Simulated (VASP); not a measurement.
Input of a VASP 6.6.1 run:

File INCAR:

```
PREC = Accurate
ENCUT = 520
EDIFF = 1E-7
ISMEAR = 0
SIGMA = 0.1
LREAL = False
LASPH = True
NELM = 150
ALGO = Normal
ISIF = 2
LWAVE = False
LCHARG = True
ISPIN = 2
MAGMOM = 0 0 0 0 0 0 0 0
LORBIT = 11
LMAXMIX = 4
GGA = PE
LELF = True
LVHAR = True
NBANDS = 46
```

Contents of KPOINTS:

```
Automatic mesh
0
Gamma
  4 4 4
```

File POSCAR:

```
Ca3WN4
1.0
    5.0214539200      0.0000000000      0.0000000000
    0.0000000000      5.0214539200      0.0000000000
    0.0000000000      0.0000000000      5.0214539200
Ca W N
3 1 4
Direct
    0.5000000000      0.0000000000      0.0000000000
    0.0000000000      0.5000000000      0.0000000000
    0.0000000000      0.0000000000      0.5000000000
    0.5000000000      0.5000000000      0.5000000000
    0.0000000000      0.5000000000      0.5000000000
    0.5000000000      0.0000000000      0.5000000000
    0.5000000000      0.5000000000      0.0000000000
    0.0000000000      0.0000000000      0.0000000000
```

Potentials or basis: VASP PAW PBE potentials, release 64 (Ca_sv, W_sv, N).

Command:

```console
$ cat potpaw_PBE.64/Ca_sv/POTCAR potpaw_PBE.64/W_sv/POTCAR potpaw_PBE.64/N/POTCAR > POTCAR
$ mpirun -np 1 vasp_std > vasp.out
```

(1) Estimate the net moment.

(2) Estimate the pressure.

(3) Predict the site moments.

Answers

(1) -0.15 μB per cell.

(2) -20.4 GPa.

(3) Ca +0.00; W -0.11; N -0.00 μB.

Caveat: the cell stands under tension.
